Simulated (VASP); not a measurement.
# TiAl (Cm) in VASP: single point with PBEsol

Aim: the single point of TiAl with PBEsol.

Everything below comes from runs of VASP 6.6.1. Logs are shortened: lines on timing, memory, paths and dates and some standing lists are left out, and cuts for length are marked.

## (1) The cell of the first run

It takes space group Cm (No. 8, monoclinic). The conventional cell has a = 4.770 Å, b = 2.730 Å, c = 4.754 Å, α = 90.00°, β = 90.23°, γ = 90.00°. Ti (site symmetry m) has 8 Al at 2.60 to 3.74 Å and 6 Ti at 2.73 to 2.75 Å within 3.8 Å. Within 3.8 Å of Al (site symmetry m) lie 8 Ti at 2.60 to 3.74 Å and 6 Al at 2.73 to 2.75 Å.

## (2) Single point, PBEsol (strained and its atoms moved)

Input file INCAR:

```
  PREC = Accurate
  ENCUT = 520
  EDIFF = 1E-6
  ISMEAR = 0
  SIGMA = 0.1
  LREAL = False
  LASPH = True
  NELM = 100
  ALGO = Fast
  ISIF = 2
  LWAVE = False
  LCHARG = False
  GGA = PS
  NBANDS = 14
```

Input file KPOINTS:

```
Automatic mesh
0
Gamma
  16 16 8
```

Input file POSCAR:

```
TiAl
1.0
    2.7478120881      0.0103221440     -0.0048456732
   -1.3649668050      2.3641842138     -0.0000106229
   -0.0079059603     -0.0045845213      4.7541486296
Ti Al
1 1
Direct
    0.0933869769      0.0466934884     -0.0199687476
    0.2399463531      0.6199731816      0.5199687476
```

Potentials or basis: VASP PAW PBE potentials, release 64 (Ti_sv, Al).

Command:

```bash
$ cat potpaw_PBE.64/Ti_sv/POTCAR potpaw_PBE.64/Al/POTCAR > POTCAR
$ mpirun -np 1 vasp_std > vasp.out
```

OUTCAR:

```text
PREC = Accurate
   ENCUT = 520
   EDIFF = 1E-6
   ISMEAR = 0
   LREAL = False
   LASPH = True
   NELM = 100
   ISIF = 2
   GGA = PS

 ion  position               nearest neighbor table
   1  0.093  0.047  0.980-   2 2.60   2 2.60   2 2.93   2 2.93   2 2.98
   2  0.240  0.620  0.520-   1 2.60   1 2.60   1 2.93   1 2.93   1 2.98

  LATTYP: Found a base centered monoclinic cell.
 ALAT       =     4.7696783361
 B/A-ratio  =     0.5723503345
 C/A-ratio  =     0.9967459184
 COS(beta)  =    -0.0039564076

  Lattice vectors:

 A1 = (   2.7478120881,   0.0103221440,  -0.0048456732)
 A2 = (   1.3828452831,   2.3745063578,  -0.0048562961)
 A3 = (  -0.0079059603,  -0.0045845213,   4.7541486296)

Analysis of symmetry for initial positions (statically):
=====================================================================
 Subroutine PRICEL returns:
 Original cell was already a primitive cell.

 Routine SETGRP: Setting up the symmetry group for a
 base centered monoclinic supercell.

 Subroutine GETGRP returns: Found  2 space group operations
 (whereof  2 operations were pure point group operations)
 out of a pool of  4 trial point group operations.

The static configuration has the point symmetry C_1h.

Analysis of symmetry for dynamics (positions and initial velocities):
=====================================================================
 Subroutine PRICEL returns:
 Original cell was already a primitive cell.

 Routine SETGRP: Setting up the symmetry group for a
 base centered monoclinic supercell.

 Subroutine GETGRP returns: Found  2 space group operations
 (whereof  2 operations were pure point group operations)
 out of a pool of  4 trial point group operations.

The dynamic configuration has the point symmetry C_1h.

 Subroutine INISYM returns: Found  2 space group operations
 (whereof  2 operations are pure point group operations),
 and found     1 'primitive' translations

----------------------------------------------------------------------------------------

                                     Primitive cell

  volume of cell :      30.9514

  direct lattice vectors                    reciprocal lattice vectors
     2.747812088  0.010322144 -0.004845673     0.363139741  0.209659509  0.000806066
    -1.364966805  2.364184214 -0.000010623    -0.001584768  0.422063916  0.000404369
    -0.007905960 -0.004584521  4.754148630     0.000370127  0.000214639  0.210343426

  length of vectors
     2.747835748  2.729926991  4.754157414     0.419318770  0.422067085  0.210343861

  position of ions in fractional coordinates (direct lattice)
     0.093386977  0.046693488  0.980031252
     0.239946353  0.619973182  0.519968748

  ion indices of the primitive-cell ions
   primitive index   ion index
                 1           1
                 2           2

----------------------------------------------------------------------------------------

 KPOINTS: Automatic mesh

Automatic generation of k-mesh.
 Grid dimensions read from file:
 generate k-points for:   16   16    8

 Generating k-lattice:

  Cartesian coordinates                     Fractional coordinates (reciprocal lattice)
     0.022696234  0.013103719  0.000050379     0.062500000  0.000000000  0.000000000
    -0.000099048  0.026378995  0.000025273     0.000000000  0.062500000 -0.000000000
     0.000046266  0.000026830  0.026292928     0.000000000 -0.000000000  0.125000000

  Length of vectors
     0.026207423  0.026379193  0.026292983

  Shift w.r.t. Gamma in fractional coordinates (k-lattice)
     0.000000000  0.000000000  0.000000000

 Subroutine IBZKPT returns following result:
 ===========================================

 Found    554 irreducible k-points:

 Following reciprocal coordinates:
            Coordinates               Weight
  0.000000  0.000000  0.000000      1.000000
  0.062500  0.000000 -0.000000      2.000000
  0.125000  0.000000 -0.000000      2.000000
  0.187500  0.000000  0.000000      2.000000
  0.250000  0.000000 -0.000000      2.000000
  0.312500  0.000000 -0.000000      2.000000
[... 16 lines left out ...]
  0.312500  0.125000 -0.000000      4.000000
  0.375000  0.125000  0.000000      4.000000
 [... further k-points ...]
   k-points           NKPTS =    554   k-points in BZ     NKDIM =    554   number of bands    NBANDS=     14
   number of dos      NEDOS =    301   number of ions     NIONS =      2
   total plane-waves  NPLWV =  14400
   dimension x,y,z NGX =    20 NGY =   20 NGZ =   36
   dimension x,y,z NGXF=    40 NGYF=   40 NGZF=   72
   ions per type =               1   1
   NGX,Y,Z   is equivalent  to a cutoff of  12.10, 12.18, 12.59 a.u.
   NGXF,Y,Z  is equivalent  to a cutoff of  24.20, 24.36, 25.18 a.u.
 SYSTEM =  unknown system
   PREC   = accura    normal or accurate (medium, high low for compatibility)
   ISTART =      0    job   : 0-new  1-cont  2-samecut
   ICHARG =      2    charge: 1-file 2-atom 10-const
   ISPIN  =      1    spin polarized calculation?
   LNONCOLLINEAR =      F non collinear calculations
   LSORBIT =      F    spin-orbit coupling
   LASPH  =      T    aspherical Exc in radial PAW
   ENCUT  =  520.0 eV  38.22 Ry    6.18 a.u.   5.11  5.08  8.84*2*pi/ulx,y,z
   NELM   =    100;   NELMIN=  2; NELMDL= -5     # of ELM steps
   EDIFF  = 0.1E-05   stopping-criterion for ELM
   LREAL  =      F    real-space projection
   EDIFFG = 0.1E-04   stopping-criterion for IOM
   NSW    =      0    number of steps for IOM
   IBRION =     -1    ionic relax: 0-MD 1-quasi-New 2-CG
   NFREE  =      0    steps in history (QN), initial steepest desc. (CG)
   ISIF   =      2    stress and relaxation
   ISYM   =      2    0-nonsym 1-usesym 2-fastsym
   POTIM  = 0.5000    time-step for ionic-motion
   TEBEG  =    0.0;   TEEND  =   0.0 temperature during run
   PSTRESS=    0.0 pullay stress
   NELECT =      15.0000    total number of electrons
   NUPDOWN=      -1.0000    fix difference up-down
   EMIN   =  10.00;   EMAX   =-10.00  energy-range for DOS
   EFERMI =   0.00;   METHOD = LEGACY
   ISMEAR =     0;   SIGMA  =   0.10  broadening in eV -4-tet -1-fermi 0-gaus
   EFERMI_NEDOS =   21; number of points for ismear=-14 and -15
   IALGO  =     68    algorithm
   IMIX   =      4    mixing-type and parameters
     AMIX     =   0.40;   BMIX     =  1.00
     AMIX_MAG =   1.60;   BMIX_MAG =  1.00
  volume/ion in A,a.u.               =      15.48       104.44
  Fermi-wavevector in a.u.,A,eV,Ry     =   1.285914  2.430025 22.498241  1.653574
  Thomas-Fermi vector in A             =   2.418020
   LORBIT       =      0    0 simple, 1 ext, 2 COOP (PROOUT), +10 PAW based schemes
   GGA     = PS    functional components
   LHFCALC =     F    Hartree Fock is set to
   AEXX    =    0.0000 exact exchange contribution
   IVDW    =     0    specifies the selected vdW correction
   LEPSILON=     F    determine dielectric tensor
   LRPA    =     F    only Hartree local field effects (RPA)
 non-spin polarized calculation
 RMM-DIIS sequential band-by-band and
 Gauss-broadening in eV      SIGMA  =   0.10
  energy-cutoff  :      520.00
  volume of cell :       30.95
 maximum number of plane-waves:       848
   NGX = 11   NGY = 11   NGZ = 17

 number of electron      15.0000006 magnetization

 Free energy of the ion-electron system (eV)
  ---------------------------------------------------
  ext. energy  EPLUGINS =         0.00000000
  ---------------------------------------------------
  free energy    TOTEN  =       -12.60583358 eV

  energy without entropy =      -12.59467484  energy(sigma->0) =      -12.60025421

 E-fermi :   8.6187     XC(G=0): -11.3257

 val. band max:        8.6157586798   @ k =  -0.4375   0.2500   0.3750
 cond. band min:       8.6192616597   @ k =   0.3750   0.4375   0.3750
 fundamental gap:      0.0035029799
 Fermi energy:         8.6186505094

 k-point     1 :       0.0000    0.0000    0.0000
  band No.  band energies     occupation
      1     -47.5227      2.00000
      2     -23.9689      2.00000
      3     -23.3887      2.00000
      4     -23.3469      2.00000
      5      -0.8425      2.00000
      6       5.8682      2.00000
      7       6.3692      2.00000
      8       9.8792      0.00000
      9      10.0631      0.00000
     10      11.6943      0.00000
     11      11.8130      0.00000
     12      12.0253      0.00000
     13      22.5389      0.00000
     14      22.8592      0.00000

 k-point     2 :       0.0625    0.0000   -0.0000
  band No.  band energies     occupation
      1     -47.5167      2.00000
      2     -23.9633      2.00000
      3     -23.4230      2.00000
      4     -23.3543      2.00000
      5      -0.7380      2.00000
      6       5.9806      2.00000
      7       6.4108      2.00000
      8       9.7749      0.00000
      9      10.1555      0.00000
     10      11.6642      0.00000
     11      11.7798      0.00000
     12      12.0637      0.00000
     13      20.9400      0.00000
     14      21.9694      0.00000

 k-point     3 :       0.1250    0.0000   -0.0000
  band No.  band energies     occupation
      1     -47.4997      2.00000
      2     -23.9476      2.00000
      3     -23.5201      2.00000
      4     -23.3754      2.00000
      5      -0.4268      2.00000
      6       6.2576      2.00000
      7       6.5687      2.00000
      8       9.5030      0.00000
      9      10.4254      0.00000
     10      11.5795      0.00000
     11      11.7092      0.00000
     12      12.1511      0.00000
     13      18.7386      0.00000
     14      20.8910      0.00000

 k-point     4 :       0.1875    0.0000    0.0000
  band No.  band energies     occupation
      1     -47.4741      2.00000
      2     -23.9240      2.00000
      3     -23.6637      2.00000
      4     -23.4068      2.00000
      5       0.0843      2.00000
      6       6.4956      2.00000
      7       6.9449      2.00000
      8       9.1806      0.00000
      9      10.8497      0.00000
     10      11.4566      0.00000
     11      11.6372      0.00000
     12      12.2447      0.00000
     13      16.6611      0.00000
     14      19.9722      0.00000

 k-point     5 :       0.2500    0.0000   -0.0000
  band No.  band energies     occupation
      1     -47.4437      2.00000
      2     -23.8963      2.00000
      3     -23.8301      2.00000
      4     -23.4436      2.00000
      5       0.7851      2.00000
      6       6.6725      2.00000
      7       7.3069      2.00000
      8       8.9974      0.00000
      9      11.2850      0.00000
     10      11.4212      0.00000
     11      11.5870      0.00000
[... 276 lines left out ...]
 k-point    22 :       0.2500    0.1250    0.0000
  band No.  band energies     occupation
      1     -47.4029      2.00000
      2     -23.9956      2.00000
      3     -23.8579      2.00000
      4     -23.5488      2.00000
      5       1.9628      2.00000
      6       6.9056      2.00000
      7       7.6728      2.00000
      8       8.7145      0.17521
      9      10.6051      0.00000
     10      11.2825      0.00000
     11      12.3687      0.00000
     12      13.0042      0.00000
     13      14.0830      0.00000
     14      15.8420      0.00000

 k-point    23 :       0.3125    0.1250   -0.0000
  band No.  band energies     occupation
      1     -47.3787      2.00000
      2     -24.1099      2.00000
      3     -23.8359      2.00000
      4     -23.5904      2.00000
      5       2.9927      2.00000
      6       7.0426      2.00000
      7       7.3545      2.00000
      8       8.4446      1.98619
      9      10.3038      0.00000
     10      11.2475      0.00000
     11      12.6546      0.00000
     12      13.3017      0.00000
     13      14.1388      0.00000
     14      15.4488      0.00000

 k-point    24 :       0.3750    0.1250    0.0000
  band No.  band energies     occupation
      1     -47.3626      2.00000
      2     -24.1854      2.00000
      3     -23.8211      2.00000
      4     -23.6183      2.00000
      5       4.1454      2.00000
      6       6.5595      2.00000
      7       7.3178      2.00000
      8       7.8354      2.00000
      9      10.0727      0.00000
     10      11.6099      0.00000
     11      12.8854      0.00000
     12      13.3027      0.00000
     13      14.5778      0.00000
     14      15.4168      0.00000

 [... further k-points ...]

------------------------ aborting loop because EDIFF is reached ----------------------------------------

  FORCE on cell =-STRESS in cart. coord.  units (eV):
  Direction    XX          YY          ZZ          XY          YZ          ZX
  --------------------------------------------------------------------------------------
  -------------------------------------------------------------------------------------
  Total        1.1342841      2.7103339      0.8432724     -1.3649079     -0.1354972     -0.2346565
  in kB       58.7154176    140.2985223     43.6513985    -70.6534959     -7.0139173    -12.1468260
  external PRESSURE =      80.8884462 kB  Pullay stress =       0.0000000 kB

 VOLUME and BASIS-vectors are now :
 -----------------------------------------------------------------------------
  energy-cutoff  :      520.00
  volume of cell :       30.95
      direct lattice vectors                 reciprocal lattice vectors
     2.747812088  0.010322144 -0.004845673     0.363139741  0.209659509  0.000806066
    -1.364966805  2.364184214 -0.000010623    -0.001584768  0.422063916  0.000404369
    -0.007905960 -0.004584521  4.754148630     0.000370127  0.000214639  0.210343426

 POSITION                                       TOTAL-FORCE (eV/Angst)
 -----------------------------------------------------------------------------------
      0.18513      0.10686      4.65876        -0.330749     -0.190964      1.492770
     -0.19103      1.46582      2.47084         0.330749      0.190964     -1.492770
 -----------------------------------------------------------------------------------
    total drift:                                0.000219      0.000177      0.001802

  FREE ENERGIE OF THE ION-ELECTRON SYSTEM (eV)
  ---------------------------------------------------
  free  energy   TOTEN  =       -12.6058335847 eV

  energy  without entropy=      -12.5946748391  energy(sigma->0) =      -12.60025421
```

It took 3 min on 1 thread of Intel Xeon 6975P-C (Granite Rapids), shared host; peak memory 0.34 GiB.

Results:

```yaml
Free_energy: -12.6058 eV
Pressure: 8.1 GPa
Largest_force: 1.541 eV/Å
Band_gap_on_the_k_mesh: zero (an odd number of electrons rules out a gap without spin polarisation)
```

Forces on the atoms (eV/Å):
```
Ti  -0.331 -0.191  1.493
Al   0.331  0.191 -1.493
```

Stress tensor (GPa, compression positive):
```
 5.87 -7.07 -1.21
-7.07 14.03 -0.70
-1.21 -0.70  4.37
```

Caveat: the cell differs from its parent crystal (strained and its atoms moved); the stress differs along the axes, from 4 to 14 GPa; the PAW data sets were made with another functional, which shifts forces and pressure a little.
